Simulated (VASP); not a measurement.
Here is a VASP 6.6.1 calculation.

INCAR

```
SYSTEM = Sb
  PREC = Accurate
  ENCUT = 520
  EDIFF = 1E-7
  ISMEAR = -1
  SIGMA = 0.08
  LREAL = .FALSE.
  LASPH = .TRUE.
  NELM = 80
  ALGO = Normal
  ISIF = 2
  LWAVE = .FALSE.
  LCHARG = .FALSE.
  GGA = PE
  NBANDS = 12
```

File KPOINTS:

```
Automatic mesh
0
G
  15 15 8
  0 0 0
```

File POSCAR:

```
Sb
1.0
    2.9948976351      0.0000000000      0.0000000000
   -1.4974488176      2.5936574337      0.0000000000
    0.0000000000      0.0000000000      4.9204608049
Sb
2
Direct
    0.3333333333      0.6666666667      0.2500000000
    0.6666666667      0.3333333333      0.7500000000
```

Potentials or basis: VASP PAW PBE potentials, release 64 (Sb).

Launch:

```console
$ cat potpaw_PBE.64/Sb/POTCAR > POTCAR
$ mpirun -np 1 vasp_std > vasp.out
```

Task: Estimate the band gap on the k mesh.

Result: Zero (bands 5 and 6 overlap by 11.63 eV).

Task: Predict the pressure.

Result: 49.4 GPa.

Stress tensor (GPa, compression positive):
```
49.39  0.00  0.00
 0.00 49.39  0.00
 0.00  0.00 49.29
```

Caveat: the cell stands under pressure; spin-orbit coupling is left out, which moves the levels of the heavy elements.
